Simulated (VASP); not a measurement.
# C (R-3m) in VASP: a series of runs

Runs on C. Level: r2SCAN. Tasks: single point.

Program: VASP 6.6.1. These are calculated values, not measurements. Logs are shortened: lines on timing, memory, paths and dates and some standing lists are left out, and cuts for length are marked.

### 1 The cell of the first run

The structure is trigonal, space group R-3m (No. 166). The conventional cell has a = 2.512 Å, b = 2.512 Å, c = 12.326 Å, α = 90.00°, β = 90.00°, γ = 120.00°. Within 2.2 Å of C (site symmetry -3m) lie 6 C at 1.69 Å. Within 2.3 Å of C (site symmetry 3m) lie 6 C at 1.69 to 2.25 Å.

### 2 Single point, r2SCAN

The input, POSCAR:

```
C
1.0
    1.2560014591      0.7251527805      4.1086580713
   -1.2560014591      0.7251527805      4.1086580713
    0.0000000000     -1.4503055611      4.1086580713
C
3
Direct
    0.0000000000      0.0000000000      0.0000000000
    0.2633161319      0.2633161319      0.2633161319
    0.7366838681      0.7366838681      0.7366838681
```

The input, INCAR.step1:

```
SYSTEM = C
ALGO = Normal ; EDIFF = 1E-4
ENCUT = 520 ; GGA = PE
ISMEAR = 0 ; LASPH = .TRUE.
LCHARG = .FALSE. ; LREAL = .FALSE.
LWAVE = .TRUE. ; NBANDS = 13
NELM = 80 ; PREC = Accurate
SIGMA = 0.1
```

The input, INCAR.step2:

```
SYSTEM = C
ALGO = Normal ; EDIFF = 1E-6
ENCUT = 520 ; ISIF = 2
ISMEAR = 0 ; ISTART = 1
LASPH = .TRUE. ; LCHARG = .FALSE.
LMIXTAU = .TRUE. ; LREAL = .FALSE.
LWAVE = .FALSE. ; METAGGA = R2SCAN
NBANDS = 13 ; NELM = 80
PREC = Accurate ; SIGMA = 0.1
```

The input, KPOINTS:

```
k-points
0
G
  9 9 9
  0 0 0
```

Potentials or basis: VASP PAW PBE potentials, release 64 (C).

On the command line:

```sh
> cat potpaw_PBE.64/C/POTCAR > POTCAR
> cp INCAR.step1 INCAR
> mpirun -np 1 vasp_std > vasp.out
> cp INCAR.step2 INCAR
> mpirun -np 1 vasp_std > vasp.out
```

OUTCAR:

```text
SYSTEM = C
   EDIFF = 1E-6
   ENCUT = 520
   ISIF = 2
   ISMEAR = 0
   ISTART = 1
   LASPH = .TRUE.
   LREAL = .FALSE.
   METAGGA = R2SCAN
   NELM = 80
   PREC = Accurate

 ion  position               nearest neighbor table
   1  0.000  0.000  0.000-   3 1.69   3 1.69   2 1.69   2 1.69   3 1.69   2 1.69
   2  0.263  0.263  0.263-   1 1.69   1 1.69   1 1.69
   3  0.737  0.737  0.737-   1 1.69   1 1.69   1 1.69

  LATTYP: Found a trigonal (rhomboedric) cell.
 ALAT       =     4.3571157165
 COS(alpha) =     0.8338072419

  Lattice vectors:

 A1 = (   1.2560014591,   0.7251527805,   4.1086580713)
 A2 = (  -1.2560014591,   0.7251527805,   4.1086580713)
 A3 = (   0.0000000000,  -1.4503055611,   4.1086580713)

Analysis of symmetry for initial positions (statically):
=====================================================================
 Subroutine PRICEL returns:
 Original cell was already a primitive cell.

 Routine SETGRP: Setting up the symmetry group for a
 trigonal (rhombohedral) supercell.

 Subroutine GETGRP returns: Found 12 space group operations
 (whereof 12 operations were pure point group operations)
 out of a pool of 12 trial point group operations.

The static configuration has the point symmetry D_3d.

Analysis of symmetry for dynamics (positions and initial velocities):
=====================================================================
 Subroutine PRICEL returns:
 Original cell was already a primitive cell.

 Routine SETGRP: Setting up the symmetry group for a
 trigonal (rhombohedral) supercell.

 Subroutine GETGRP returns: Found 12 space group operations
 (whereof 12 operations were pure point group operations)
 out of a pool of 12 trial point group operations.

The dynamic configuration has the point symmetry D_3d.

 Subroutine INISYM returns: Found 12 space group operations
 (whereof 12 operations are pure point group operations),
 and found     1 'primitive' translations

----------------------------------------------------------------------------------------

                                     Primitive cell

  volume of cell :      22.4528

  direct lattice vectors                    reciprocal lattice vectors
     1.256001459  0.725152780  4.108658071     0.398088710  0.229836624  0.081129490
    -1.256001459  0.725152780  4.108658071    -0.398088710  0.229836624  0.081129490
     0.000000000 -1.450305561  4.108658071     0.000000000 -0.459673247  0.081129490

  length of vectors
     4.357115717  4.357115717  4.357115717     0.466777772  0.466777772  0.466777772

  position of ions in fractional coordinates (direct lattice)
     0.000000000  0.000000000  0.000000000
     0.263316132  0.263316132  0.263316132
     0.736683868  0.736683868  0.736683868

  ion indices of the primitive-cell ions
   primitive index   ion index
                 1           1
                 2           2
                 3           3

----------------------------------------------------------------------------------------

 KPOINTS: k-points

Automatic generation of k-mesh.
 Grid dimensions read from file:
 generate k-points for:    9    9    9

 Generating k-lattice:

  Cartesian coordinates                     Fractional coordinates (reciprocal lattice)
     0.044232079  0.025537403  0.009014388     0.111111111 -0.000000000  0.000000000
    -0.044232079  0.025537403  0.009014388    -0.000000000  0.111111111  0.000000000
     0.000000000 -0.051074805  0.009014388     0.000000000  0.000000000  0.111111111

  Length of vectors
     0.051864197  0.051864197  0.051864197

  Shift w.r.t. Gamma in fractional coordinates (k-lattice)
     0.000000000  0.000000000  0.000000000

 Subroutine IBZKPT returns following result:
 ===========================================

 Found     85 irreducible k-points:

 Following reciprocal coordinates:
            Coordinates               Weight
  0.000000  0.000000  0.000000      1.000000
  0.111111 -0.000000  0.000000      6.000000
  0.222222  0.000000  0.000000      6.000000
  0.333333 -0.000000  0.000000      6.000000
  0.444444  0.000000  0.000000      6.000000
  0.111111  0.111111  0.000000      6.000000
[... 16 lines left out ...]
 -0.333333  0.333333  0.000000      6.000000
  0.444444  0.444444  0.000000      6.000000
 [... further k-points ...]
   k-points           NKPTS =     85   k-points in BZ     NKDIM =     85   number of bands    NBANDS=     13
   number of dos      NEDOS =    301   number of ions     NIONS =      3
   total plane-waves  NPLWV =  32768
   dimension x,y,z NGX =    32 NGY =   32 NGZ =   32
   dimension x,y,z NGXF=    64 NGYF=   64 NGZF=   64
   ions per type =               3
   NGX,Y,Z   is equivalent  to a cutoff of  12.21, 12.21, 12.21 a.u.
   NGXF,Y,Z  is equivalent  to a cutoff of  24.42, 24.42, 24.42 a.u.
 SYSTEM =  C
   PREC   = accura    normal or accurate (medium, high low for compatibility)
   ISTART =      1    job   : 0-new  1-cont  2-samecut
   ICHARG =      0    charge: 1-file 2-atom 10-const
   ISPIN  =      1    spin polarized calculation?
   LNONCOLLINEAR =      F non collinear calculations
   LSORBIT =      F    spin-orbit coupling
   LASPH  =      T    aspherical Exc in radial PAW
   ENCUT  =  520.0 eV  38.22 Ry    6.18 a.u.   8.10  8.10  8.10*2*pi/ulx,y,z
   NELM   =     80;   NELMIN=  2; NELMDL=  0     # of ELM steps
   EDIFF  = 0.1E-05   stopping-criterion for ELM
   LREAL  =      F    real-space projection
   EDIFFG = 0.1E-04   stopping-criterion for IOM
   NSW    =      0    number of steps for IOM
   IBRION =     -1    ionic relax: 0-MD 1-quasi-New 2-CG
   NFREE  =      0    steps in history (QN), initial steepest desc. (CG)
   ISIF   =      2    stress and relaxation
   ISYM   =      2    0-nonsym 1-usesym 2-fastsym
   POTIM  = 0.5000    time-step for ionic-motion
   TEBEG  =    0.0;   TEEND  =   0.0 temperature during run
   PSTRESS=    0.0 pullay stress
   NELECT =      12.0000    total number of electrons
   NUPDOWN=      -1.0000    fix difference up-down
   EMIN   =  10.00;   EMAX   =-10.00  energy-range for DOS
   EFERMI =   0.00;   METHOD = LEGACY
   ISMEAR =     0;   SIGMA  =   0.10  broadening in eV -4-tet -1-fermi 0-gaus
   EFERMI_NEDOS =   21; number of points for ismear=-14 and -15
   IALGO  =     38    algorithm
   IMIX   =      4    mixing-type and parameters
     AMIX     =   0.40;   BMIX     =  1.00
     AMIX_MAG =   1.60;   BMIX_MAG =  1.00
  volume/ion in A,a.u.               =       7.48        50.51
  Fermi-wavevector in a.u.,A,eV,Ry     =   1.328551  2.510598 24.014938  1.765048
  Thomas-Fermi vector in A             =   2.457780
   LORBIT       =      0    0 simple, 1 ext, 2 COOP (PROOUT), +10 PAW based schemes
   METAGGA = R2SCAN    functional components
   LHFCALC =     F    Hartree Fock is set to
   AEXX    =    0.0000 exact exchange contribution
   IVDW    =     0    specifies the selected vdW correction
   LEPSILON=     F    determine dielectric tensor
   LRPA    =     F    only Hartree local field effects (RPA)
 non-spin polarized calculation
 Gauss-broadening in eV      SIGMA  =   0.10
  energy-cutoff  :      520.00
  volume of cell :       22.45
 maximum number of plane-waves:       621
   NGX = 17   NGY = 17   NGZ = 17

 number of electron      12.0000000 magnetization

 Free energy of the ion-electron system (eV)
  ---------------------------------------------------
  ext. energy  EPLUGINS =         0.00000000
  ---------------------------------------------------
  free energy    TOTEN  =       -20.66446095 eV

  energy without entropy =      -20.66253096  energy(sigma->0) =      -20.66349596

 E-fermi :   6.9646     XC(G=0): -12.7736

 val. band max:        6.9268698060   @ k =  -0.4444   0.3333   0.3333
 cond. band min:       6.9856851914   @ k =  -0.2222  -0.4444   0.1111
 fundamental gap:      0.0588153854
 Fermi energy:         6.9646173323

 k-point     1 :       0.0000    0.0000    0.0000
  band No.  band energies     occupation
      1     -15.8502      2.00000
      2      -6.3861      2.00000
      3      -0.5473      2.00000
      4       5.0632      2.00000
      5       5.0632      2.00000
      6       8.3661      0.00000
      7       8.3661      0.00000
      8      10.0563      0.00000
      9      15.1426      0.00000
     10      15.1426      0.00000
     11      15.8720      0.00000
     12      16.2001      0.00000
     13      25.2102      0.00000

 k-point     2 :       0.1111   -0.0000    0.0000
  band No.  band energies     occupation
      1     -15.5170      2.00000
      2      -6.1133      2.00000
      3      -0.1833      2.00000
      4       3.1863      2.00000
      5       4.1148      2.00000
      6       7.7882      0.00000
      7       8.9654      0.00000
      8       9.8940      0.00000
      9      14.5566      0.00000
     10      15.4268      0.00000
     11      16.6103      0.00000
     12      17.3185      0.00000
     13      25.3205      0.00000

 k-point     3 :       0.2222    0.0000    0.0000
  band No.  band energies     occupation
      1     -14.5200      2.00000
      2      -5.3199      2.00000
      3      -0.3853      2.00000
      4       0.8779      2.00000
      5       2.6187      2.00000
      6       5.9631      2.00000
      7       9.3113      0.00000
      8       9.4744      0.00000
      9      13.3623      0.00000
     10      16.4927      0.00000
     11      17.1605      0.00000
     12      19.2750      0.00000
     13      24.7417      0.00000
[... 305 lines left out ...]
 k-point    23 :      -0.3333    0.3333    0.0000
  band No.  band energies     occupation
      1      -7.3282      2.00000
      2      -6.9998      2.00000
      3      -6.9840      2.00000
      4      -0.1748      2.00000
      5       2.1026      2.00000
      6       2.5402      2.00000
      7       7.6496      0.00000
      8       8.4672      0.00000
      9      14.9013      0.00000
     10      17.3925      0.00000
     11      18.7284      0.00000
     12      19.1520      0.00000
     13      24.2009      0.00000

 k-point    24 :       0.4444    0.4444    0.0000
  band No.  band energies     occupation
      1     -10.5243      2.00000
      2      -7.6682      2.00000
      3      -2.4360      2.00000
      4       0.3317      2.00000
      5       0.7366      2.00000
      6       5.2601      2.00000
      7       8.6189      0.00000
      8       9.3376      0.00000
      9      11.4121      0.00000
     10      16.6280      0.00000
     11      17.7210      0.00000
     12      19.4466      0.00000
     13      20.9443      0.00000

 [... further k-points ...]
[... 5 lines left out ...]
  --------------------------------------------------------------------------------------
  -------------------------------------------------------------------------------------
  Total        0.0844737      0.0844737      0.0202471      0.0000000     -0.0000000      0.0000000
  in kB        6.0278340      6.0278340      1.4447847      0.0000000     -0.0000000      0.0000000
  external PRESSURE =       4.5001509 kB  Pullay stress =       0.0000000 kB

 VOLUME and BASIS-vectors are now :
 -----------------------------------------------------------------------------
  energy-cutoff  :      520.00
  volume of cell :       22.45
      direct lattice vectors                 reciprocal lattice vectors
     1.256001459  0.725152780  4.108658071     0.398088710  0.229836624  0.081129490
    -1.256001459  0.725152780  4.108658071    -0.398088710  0.229836624  0.081129490
     0.000000000 -1.450305561  4.108658071     0.000000000 -0.459673247  0.081129490

 POSITION                                       TOTAL-FORCE (eV/Angst)
 -----------------------------------------------------------------------------------
      0.00000      0.00000      0.00000         0.000000      0.000000      0.000000
      0.00000     -0.00000      3.24563        -0.000000      0.000000     -0.035930
      0.00000     -0.00000      9.08035        -0.000000     -0.000000      0.035930
 -----------------------------------------------------------------------------------
    total drift:                                0.000000      0.000000      0.000000

  FREE ENERGIE OF THE ION-ELECTRON SYSTEM (eV)
  ---------------------------------------------------
  free  energy   TOTEN  =       -20.6644609504 eV

  energy  without entropy=      -20.6625309601  energy(sigma->0) =      -20.66349596
```

Wall time 48 s (1 thread of Intel Xeon 6975P-C (Granite Rapids), shared host); peak memory 0.17 GiB.

What came out:

* Free energy: -20.6645 eV
* Pressure: 0.5 GPa
* Largest force: 0.036 eV/Å
* Band gap on the k mesh: zero (bands 6 and 7 overlap by 2.30 eV)

Forces in eV/Å, atoms in the order of the input:
```
C    0.000  0.000  0.000
C    0.000  0.000 -0.036
C    0.000  0.000  0.036
```

Stress tensor (GPa, compression positive):
```
0.60 0.00 0.00
0.00 0.60 0.00
0.00 0.00 0.14
```

Caveat: the PAW data sets were made with another functional, which shifts forces and pressure a little.

(Part 1 of 2 ends here.)
